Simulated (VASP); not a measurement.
# Ga3O2 (R-3m) in VASP: further runs

The runs below take Ga3O2 through single point, with PBE.

Everything below comes from runs of VASP 6.6.1. Logs are shortened: lines on timing, memory, paths and dates and some standing lists are left out, and cuts for length are marked.

### Step 1. The cell of the first run

The structure is trigonal, space group R-3m (No. 166). Conventional cell: a = 4.515 Å, b = 4.515 Å, c = 13.941 Å, α = 90.00°, β = 90.00°, γ = 120.00°. Within 3.5 Å of Ga (site symmetry 3m) lie 7 Ga at 2.67 to 3.27 Å and 7 O at 2.72 to 3.22 Å. Ga (site symmetry -3m) has 6 Ga at 2.79 Å and 8 O at 2.88 to 3.15 Å within 3.7 Å. O (site symmetry 3m) has 11 Ga at 2.72 to 3.22 Å and 3 O at 2.84 Å within 3.6 Å.

The cell was built from a structure type or drawn by symmetry, and may not be a known phase.

### Step 2. Single point, PBE, collinear spin, ferromagnetic start

Contents of INCAR:

```
SYSTEM = Ga3O2
PREC = Accurate ; ENCUT = 520
EDIFF = 1E-6 ; ISMEAR = 0
SIGMA = 0.1 ; LREAL = .False.
LASPH = .True. ; NELM = 150
ALGO = Normal ; ISIF = 2
LWAVE = .False. ; LCHARG = .True.
ISPIN = 2 ; MAGMOM = 0 0 0 1 1
LORBIT = 11 ; GGA = PE
LELF = .True. ; LVHAR = .True.
NBANDS = 38
```

Contents of KPOINTS:

```
Automatic mesh
0
Gamma
  6 6 6
  0 0 0
```

Contents of POSCAR:

```
Ga3O2
1.0
    2.2575267200      1.3033836600      4.6470858100
   -2.2575267200      1.3033836600      4.6470858100
    0.0000000000     -2.6067673200      4.6470858100
Ga O
3 2
Direct
    0.5956852400      0.5956852400      0.5956852400
    0.4043147600      0.4043147600      0.4043147600
    0.0000000000      0.0000000000      0.0000000000
    0.2068938000      0.2068938000      0.2068938000
    0.7931062000      0.7931062000      0.7931062000
```

Potentials or basis: VASP PAW PBE potentials, release 64 (Ga_d, O).

Command:

```bash
cat potpaw_PBE.64/Ga_d/POTCAR potpaw_PBE.64/O/POTCAR > POTCAR
mpirun -np 1 vasp_std > vasp.out
```

OUTCAR:

```text
SYSTEM = Ga3O2
   PREC = Accurate
   ENCUT = 520
   EDIFF = 1E-6
   ISMEAR = 0
   LREAL = .False.
   LASPH = .True.
   NELM = 150
   ISIF = 2
   ISPIN = 2
   LORBIT = 11
   GGA = PE

 ion  position               nearest neighbor table
   1  0.596  0.596  0.596-   2 2.67   3 2.79   3 2.79   3 2.79
   2  0.404  0.404  0.404-   1 2.67   3 2.79   3 2.79   3 2.79
   3  0.000  0.000  0.000-   1 2.79   1 2.79   2 2.79   2 2.79   1 2.79   2 2.79
   4  0.207  0.207  0.207-
   5  0.793  0.793  0.793-

  LATTYP: Found a trigonal (rhomboedric) cell.
 ALAT       =     5.3282870026
 COS(alpha) =     0.6409784023

  Lattice vectors:

 A1 = (   2.2575267200,   1.3033836600,   4.6470858100)
 A2 = (  -2.2575267200,   1.3033836600,   4.6470858100)
 A3 = (   0.0000000000,  -2.6067673200,   4.6470858100)

Analysis of symmetry for initial positions (statically):
=====================================================================
 Subroutine PRICEL returns:
 Original cell was already a primitive cell.

 Routine SETGRP: Setting up the symmetry group for a
 trigonal (rhombohedral) supercell.

 Subroutine GETGRP returns: Found 12 space group operations
 (whereof 12 operations were pure point group operations)
 out of a pool of 12 trial point group operations.

The static configuration has the point symmetry D_3d.

Analysis of symmetry for dynamics (positions and initial velocities):
=====================================================================
 Subroutine PRICEL returns:
 Original cell was already a primitive cell.

 Routine SETGRP: Setting up the symmetry group for a
 trigonal (rhombohedral) supercell.

 Subroutine GETGRP returns: Found 12 space group operations
 (whereof 12 operations were pure point group operations)
 out of a pool of 12 trial point group operations.

The dynamic configuration has the point symmetry D_3d.

Analysis of structural, dynamic, and magnetic symmetry:
=====================================================================
 Subroutine PRICEL returns:
 Original cell was already a primitive cell.

 Routine SETGRP: Setting up the symmetry group for a
 trigonal (rhombohedral) supercell.

 Subroutine GETGRP returns: Found 12 space group operations
 (whereof 12 operations were pure point group operations)
 out of a pool of 12 trial point group operations.

The overall configuration has the point symmetry D_3d.

 Subroutine INISYM returns: Found 12 space group operations
 (whereof 12 operations are pure point group operations),
 and found     1 'primitive' translations

----------------------------------------------------------------------------------------

                                     Primitive cell

  volume of cell :      82.0422

  direct lattice vectors                    reciprocal lattice vectors
     2.257526720  1.303383660  4.647085810     0.221481321  0.127872300  0.071729541
    -2.257526720  1.303383660  4.647085810    -0.221481321  0.127872300  0.071729541
     0.000000000 -2.606767320  4.647085810     0.000000000 -0.255744600  0.071729541

  length of vectors
     5.328287003  5.328287003  5.328287003     0.265613305  0.265613305  0.265613305

  position of ions in fractional coordinates (direct lattice)
     0.595685240  0.595685240  0.595685240
     0.404314760  0.404314760  0.404314760
     0.000000000  0.000000000  0.000000000
     0.206893800  0.206893800  0.206893800
     0.793106200  0.793106200  0.793106200

  ion indices of the primitive-cell ions
   primitive index   ion index
                 1           1
                 2           2
                 3           3
                 4           4
                 5           5

----------------------------------------------------------------------------------------

 KPOINTS: Automatic mesh

Automatic generation of k-mesh.
 Grid dimensions read from file:
 generate k-points for:    6    6    6

 Generating k-lattice:

  Cartesian coordinates                     Fractional coordinates (reciprocal lattice)
     0.036913553  0.021312050  0.011954924     0.166666667  0.000000000 -0.000000000
    -0.036913553  0.021312050  0.011954924     0.000000000  0.166666667 -0.000000000
     0.000000000 -0.042624100  0.011954924    -0.000000000 -0.000000000  0.166666667

  Length of vectors
     0.044268884  0.044268884  0.044268884

  Shift w.r.t. Gamma in fractional coordinates (k-lattice)
     0.000000000  0.000000000  0.000000000

 Subroutine IBZKPT returns following result:
 ===========================================

 Found     32 irreducible k-points:

 Following reciprocal coordinates:
            Coordinates               Weight
  0.000000  0.000000  0.000000      1.000000
  0.166667  0.000000  0.000000      6.000000
  0.333333 -0.000000  0.000000      6.000000
  0.500000 -0.000000  0.000000      3.000000
  0.166667  0.166667  0.000000      6.000000
  0.333333  0.166667  0.000000     12.000000
[... 16 lines left out ...]
  0.500000  0.500000  0.166667      6.000000
 -0.333333  0.500000  0.166667     12.000000
 [... further k-points ...]
   k-points           NKPTS =     32   k-points in BZ     NKDIM =     32   number of bands    NBANDS=     38
   number of dos      NEDOS =    301   number of ions     NIONS =      5
   total plane-waves  NPLWV =  64000
   dimension x,y,z NGX =    40 NGY =   40 NGZ =   40
   dimension x,y,z NGXF=    80 NGYF=   80 NGZF=   80
   ions per type =               3   2
   NGX,Y,Z   is equivalent  to a cutoff of  12.48, 12.48, 12.48 a.u.
   NGXF,Y,Z  is equivalent  to a cutoff of  24.96, 24.96, 24.96 a.u.
 SYSTEM =  Ga3O2
   PREC   = accura    normal or accurate (medium, high low for compatibility)
   ISTART =      0    job   : 0-new  1-cont  2-samecut
   ICHARG =      2    charge: 1-file 2-atom 10-const
   ISPIN  =      2    spin polarized calculation?
   LNONCOLLINEAR =      F non collinear calculations
   LSORBIT =      F    spin-orbit coupling
   LASPH  =      T    aspherical Exc in radial PAW
   ENCUT  =  520.0 eV  38.22 Ry    6.18 a.u.   9.91  9.91  9.91*2*pi/ulx,y,z
   NELM   =    150;   NELMIN=  2; NELMDL= -5     # of ELM steps
   EDIFF  = 0.1E-05   stopping-criterion for ELM
   LREAL  =      F    real-space projection
   EDIFFG = 0.1E-04   stopping-criterion for IOM
   NSW    =      0    number of steps for IOM
   IBRION =     -1    ionic relax: 0-MD 1-quasi-New 2-CG
   NFREE  =      0    steps in history (QN), initial steepest desc. (CG)
   ISIF   =      2    stress and relaxation
   ISYM   =      2    0-nonsym 1-usesym 2-fastsym
   POTIM  = 0.5000    time-step for ionic-motion
   TEBEG  =    0.0;   TEEND  =   0.0 temperature during run
   PSTRESS=    0.0 pullay stress
   NELECT =      51.0000    total number of electrons
   NUPDOWN=      -1.0000    fix difference up-down
   EMIN   =  10.00;   EMAX   =-10.00  energy-range for DOS
   EFERMI =   0.00;   METHOD = LEGACY
   ISMEAR =     0;   SIGMA  =   0.10  broadening in eV -4-tet -1-fermi 0-gaus
   EFERMI_NEDOS =   21; number of points for ismear=-14 and -15
   IALGO  =     38    algorithm
   IMIX   =      4    mixing-type and parameters
     AMIX     =   0.40;   BMIX     =  1.00
     AMIX_MAG =   1.60;   BMIX_MAG =  1.00
  volume/ion in A,a.u.               =      16.41       110.73
  Fermi-wavevector in a.u.,A,eV,Ry     =   1.397181  2.640288 26.560115  1.952113
  Thomas-Fermi vector in A             =   2.520462
   LORBIT       =     11    0 simple, 1 ext, 2 COOP (PROOUT), +10 PAW based schemes
   GGA     = PE    functional components
   LHFCALC =     F    Hartree Fock is set to
   AEXX    =    0.0000 exact exchange contribution
   IVDW    =     0    specifies the selected vdW correction
   LEPSILON=     F    determine dielectric tensor
   LRPA    =     F    only Hartree local field effects (RPA)
 spin polarized calculation
 Gauss-broadening in eV      SIGMA  =   0.10
  energy-cutoff  :      520.00
  volume of cell :       82.04
 maximum number of plane-waves:      2240
   NGX = 19   NGY = 19   NGZ = 19

 number of electron      50.9999986 magnetization       0.9717491

 Free energy of the ion-electron system (eV)
  ---------------------------------------------------
  ext. energy  EPLUGINS =         0.00000000
  ---------------------------------------------------
  free energy    TOTEN  =       -17.62536004 eV

  energy without entropy =      -17.61036085  energy(sigma->0) =      -17.61786044

 E-fermi :   3.1002     XC(G=0): -10.4698

 val. band max:        3.0998452401   @ k =  -0.1667   0.3333   0.1667
 cond. band min:       3.1097206316   @ k =   0.3333   0.3333   0.1667
 fundamental gap:      0.0098753915
 Fermi energy:         3.1002440249

 spin component 1

 k-point     1 :       0.0000    0.0000    0.0000
  band No.  band energies     occupation
      1     -13.8146      1.00000
      2     -13.0602      1.00000
      3     -11.8090      1.00000
      4     -11.8090      1.00000
      5     -11.7358      1.00000
      6     -11.7358      1.00000
[... 29 lines left out ...]
     36      14.0583      0.00000
     37      14.0583      0.00000

 k-point     2 :       0.1667    0.0000    0.0000
  band No.  band energies     occupation
      1     -13.7584      1.00000
      2     -13.1032      1.00000
      3     -11.8120      1.00000
      4     -11.8050      1.00000
      5     -11.7273      1.00000
      6     -11.7230      1.00000
[... 29 lines left out ...]
     36      14.4553      0.00000
     37      15.3341      0.00000
[... 838 lines left out ...]
     36      13.2396      0.00000
     37      15.5268      0.00000

 k-point    24 :      -0.3333    0.5000    0.1667
  band No.  band energies     occupation
      1     -13.5040      1.00000
      2     -13.2985      1.00000
      3     -11.8131      1.00000
      4     -11.8029      1.00000
      5     -11.7297      1.00000
      6     -11.7043      1.00000
[... 29 lines left out ...]
     36      14.4583      0.00000
     37      15.9230      0.00000

 [... further k-points ...]

 spin component 2

 k-point     1 :       0.0000    0.0000    0.0000
  band No.  band energies     occupation
      1     -13.0145      1.00000
      2     -12.2109      1.00000
      3     -11.8126      1.00000
      4     -11.8126      1.00000
      5     -11.7417      1.00000
      6     -11.7417      1.00000
[... 29 lines left out ...]
     36      14.1064      0.00000
     37      14.1064      0.00000

 k-point     2 :       0.1667    0.0000    0.0000
  band No.  band energies     occupation
      1     -12.9519      1.00000
      2     -12.2654      1.00000
      3     -11.8154      1.00000
      4     -11.8080      1.00000
      5     -11.7334      1.00000
      6     -11.7218      1.00000
[... 29 lines left out ...]
     36      14.4772      0.00000
     37      15.3379      0.00000
[... 838 lines left out ...]
     36      13.1704      0.00000
     37      15.5388      0.00000

 k-point    24 :      -0.3333    0.5000    0.1667
  band No.  band energies     occupation
      1     -12.6794      1.00000
      2     -12.4730      1.00000
      3     -11.8144      1.00000
      4     -11.8054      1.00000
      5     -11.7315      1.00000
      6     -11.7029      1.00000
[... 29 lines left out ...]
     36      14.4642      0.00000
     37      15.9069      0.00000

 [... further k-points ...]

 [bands above 37 left out]

------------------------ aborting loop because EDIFF is reached ----------------------------------------

  FORCE on cell =-STRESS in cart. coord.  units (eV):
  Direction    XX          YY          ZZ          XY          YZ          ZX
  --------------------------------------------------------------------------------------
  -------------------------------------------------------------------------------------
  Total       -3.1256738     -3.1256738     -5.4253628      0.0000000      0.0000000     -0.0000000
  in kB      -61.0403649    -61.0403649   -105.9503158      0.0000000      0.0000000     -0.0000000
  external PRESSURE =     -76.0103486 kB  Pullay stress =       0.0000000 kB

 VOLUME and BASIS-vectors are now :
 -----------------------------------------------------------------------------
  energy-cutoff  :      520.00
  volume of cell :       82.04
      direct lattice vectors                 reciprocal lattice vectors
     2.257526720  1.303383660  4.647085810     0.221481321  0.127872300  0.071729541
    -2.257526720  1.303383660  4.647085810    -0.221481321  0.127872300  0.071729541
     0.000000000 -2.606767320  4.647085810     0.000000000 -0.255744600  0.071729541

 POSITION                                       TOTAL-FORCE (eV/Angst)
 -----------------------------------------------------------------------------------
      0.00000      0.00000      8.30460        -0.000000     -0.000000     -0.441245
      0.00000      0.00000      5.63666        -0.000000     -0.000000      0.441245
      0.00000      0.00000      0.00000         0.000000     -0.000000     -0.000000
      0.00000      0.00000      2.88436        -0.000000      0.000000      1.243110
      0.00000      0.00000     11.05690        -0.000000      0.000000     -1.243110
 -----------------------------------------------------------------------------------
    total drift:                               -0.000000     -0.000000      0.000000

  FREE ENERGIE OF THE ION-ELECTRON SYSTEM (eV)
  ---------------------------------------------------
  free  energy   TOTEN  =       -17.6253600412 eV

  energy  without entropy=      -17.6103608485  energy(sigma->0) =      -17.61786044

 total charge

# of ion       s       p       d       tot
------------------------------------------
    1        1.079   0.358   9.956  11.393
    2        1.079   0.358   9.956  11.393
    3        1.111   0.372   9.952  11.436
    4        1.605   3.124   0.000   4.729
    5        1.605   3.124   0.000   4.729
--------------------------------------------------
tot          6.480   7.337  29.864  43.680

 magnetization (x)

# of ion       s       p       d       tot
------------------------------------------
    1        0.043  -0.033  -0.001   0.009
    2        0.043  -0.033  -0.001   0.009
    3       -0.001  -0.025  -0.001  -0.027
    4        0.005   0.454   0.000   0.459
    5        0.005   0.454   0.000   0.459
--------------------------------------------------
tot          0.095   0.817  -0.003   0.909
```

It took 4.6 min on 1 thread of Intel Xeon Platinum 8259CL at 2.50GHz (Skylake/Cascade Lake), shared host; peak memory 0.36 GiB.

What came out:

- Free energy: -17.6254 eV
- Pressure: -7.6 GPa
- Largest force: 1.243 eV/Å
- Band gap on the k mesh: zero (filled and empty bands overlap)
- Net moment: 0.97 μB per cell
- Site moments: Ga +0.01, -0.03 (each value once); O +0.46 μB
- Valence electrons inside the program's atomic spheres: Ga 11.39, 11.44 (each value once); O 4.73

Forces on the atoms (eV/Å):
```
Ga   0.000  0.000 -0.441
Ga   0.000  0.000  0.441
Ga   0.000  0.000  0.000
O    0.000  0.000  1.243
O    0.000  0.000 -1.243
```

Caveat: the cell stands under tension; forces of over 1 eV/Å act on the atoms, so gaps and moduli don't describe the material at rest.

### Step 3. Single point, PBE, collinear spin, ferromagnetic start

This run uses another cell than the first one, of 15.77 Å³/atom.

Contents of INCAR:

```
SYSTEM = Ga3O2
PREC = Accurate
ENCUT = 520
EDIFF = 1E-6
ISMEAR = 0
SIGMA = 0.1
LREAL = .FALSE.
LASPH = .TRUE.
NELM = 150
ALGO = Normal
ISIF = 2
LWAVE = .FALSE.
LCHARG = .FALSE.
ISPIN = 2
MAGMOM = 0 0 0 1 1
LORBIT = 11
GGA = PE
NBANDS = 38
```

Contents of KPOINTS:

```
Automatic mesh
0
G
  6 6 6
  0 0 0
```

Contents of POSCAR:

```
Ga3O2
1.0
    2.1919148667      1.2655026383      4.7386349067
   -2.1919148667      1.2655026383      4.7386349067
    0.0000000000     -2.5310052767      4.7386349067
Ga O
3 2
Direct
    0.5878214443      0.5878214443      0.5878214443
    0.4121785557      0.4121785557      0.4121785557
    0.0000000000      0.0000000000      0.0000000000
    0.2754960605      0.2754960605      0.2754960605
    0.7245039395      0.7245039395      0.7245039395
```

Potentials or basis: VASP PAW PBE potentials, release 64 (Ga_d, O).

Command:

```bash
cat potpaw_PBE.64/Ga_d/POTCAR potpaw_PBE.64/O/POTCAR > POTCAR
mpirun -np 1 vasp_std > vasp.out
```

Run time: 2.1 min. Hardware: 1 thread of Intel Xeon 6975P-C (Granite Rapids), shared host; peak memory 0.36 GiB.

It converged, with:

| Quantity | Value |
| --- | --- |
| Free energy | -20.5976 eV |
| Pressure | 0.1 GPa |
| Largest force | 0.070 eV/Å |
| Net moment | 0.00 μB per cell |
| Valence electrons inside the program's atomic spheres | Ga 11.50, 11.53 (each value once); O 4.88 |

Forces on the atoms (eV/Å):
```
Ga   0.000  0.000 -0.045
Ga   0.000  0.000  0.045
Ga   0.000  0.000  0.000
O    0.000  0.000 -0.070
O    0.000  0.000  0.070
```

Stress tensor (GPa, compression positive):
```
-0.16  0.00  0.00
 0.00 -0.16  0.00
 0.00  0.00  0.59
```

Levels at points of the mesh, in eV from the Fermi level:
Spin up:
| k point | band 22 | band 23 | band 24 | band 25 | band 26 | band 27 | band 28 | band 29 |
| --- | --- | --- | --- | --- | --- | --- | --- | --- |
| (0.00, 0.00, 0.00) | -4.42 | -3.47 | -3.47 | -1.98 | -0.51 | 0.45 | 0.45 | 4.59 |
| (0.50, 0.00, 0.00) | -4.22 | -3.25 | -2.31 | -1.48 | 0.36 | 0.94 | 2.66 | 2.99 |
| (0.50, 0.50, 0.00) | -3.23 | -3.06 | -3.01 | -1.49 | -1.10 | 0.98 | 2.82 | 4.94 |
| (0.50, 0.50, 0.50) | -3.57 | -3.57 | -3.09 | -2.37 | 1.41 | 1.41 | 2.03 | 3.14 |
Spin down:
```
           k point  band 23  band 24  band 25  band 26  band 27  band 28
(0.00, 0.00, 0.00)    -3.47    -3.47    -1.98    -0.51     0.45     0.45
(0.50, 0.00, 0.00)    -3.25    -2.31    -1.48     0.36     0.94     2.66
(0.50, 0.50, 0.00)    -3.06    -3.01    -1.49    -1.10     0.98     2.82
(0.50, 0.50, 0.50)    -3.57    -3.09    -2.37     1.41     1.41     2.03
```

### Step 4. Single point, PBE

This run uses another cell than the first one, of 15.71 Å³/atom.

Contents of INCAR:

```
ALGO = Normal ; EDIFF = 1E-6
ENCUT = 520 ; GGA = PE
ISIF = 2 ; ISMEAR = 0
LASPH = T ; LCHARG = F
LREAL = F ; LWAVE = F
NBANDS = 34 ; NELM = 100
PREC = Accurate ; SIGMA = 0.1
```

Contents of KPOINTS:

```
k-points
0
Gamma
  12 12 12
```

Contents of POSCAR:

```
Ga3O2
1.0
    2.1731625841      1.2546760029      4.8004552214
   -2.1731625841      1.2546760029      4.8004552214
    0.0000000000     -2.5093520058      4.8004552214
Ga O
3 2
Direct
    0.5877409580      0.5877409580      0.5877409580
    0.4122590420      0.4122590420      0.4122590420
    0.0000000000      0.0000000000      0.0000000000
    0.2754033725      0.2754033725      0.2754033725
    0.7245966275      0.7245966275      0.7245966275
```

Command:

```bash
cat potpaw_PBE.64/Ga_d/POTCAR potpaw_PBE.64/O/POTCAR > POTCAR
mpirun -np 1 vasp_std > vasp.out
```

It took 5 min on 1 thread of Intel Xeon 6975P-C (Granite Rapids), shared host; peak memory 0.52 GiB.

The run converged. Its results:

```yaml
Free_energy: -20.6046 eV
Pressure: 0.2 GPa
Largest_force: 0.068 eV/Å
Band_gap_on_the_k_mesh: zero (an odd number of electrons rules out a gap without spin polarisation)
```

Forces in eV/Å, atoms in the order of the input:
```
Ga   0.000  0.000 -0.068
Ga   0.000  0.000  0.068
Ga   0.000  0.000  0.000
O    0.000  0.000 -0.066
O    0.000  0.000  0.066
```

Stress tensor (GPa, compression positive):
```
0.06 0.00 0.00
0.00 0.06 0.00
0.00 0.00 0.55
```

Levels at points of the mesh, in eV from the Fermi level:
```
           k point  band 24  band 25  band 26  band 27  band 28  band 29
(0.00, 0.00, 0.00)    -3.48    -1.80    -0.56     0.53     0.53     4.62
(0.50, 0.00, 0.00)    -2.26    -1.46     0.36     0.90     2.84     3.03
(0.50, 0.50, 0.00)    -3.06    -1.47    -1.01     0.99     2.94     4.80
(0.50, 0.50, 0.50)    -3.05    -2.27     1.42     1.42     2.02     3.15
```

Caveat: an odd number of electrons without spin polarisation forces a metal; a magnetic or distorted state may lie lower.

[end of part 1 of 2]
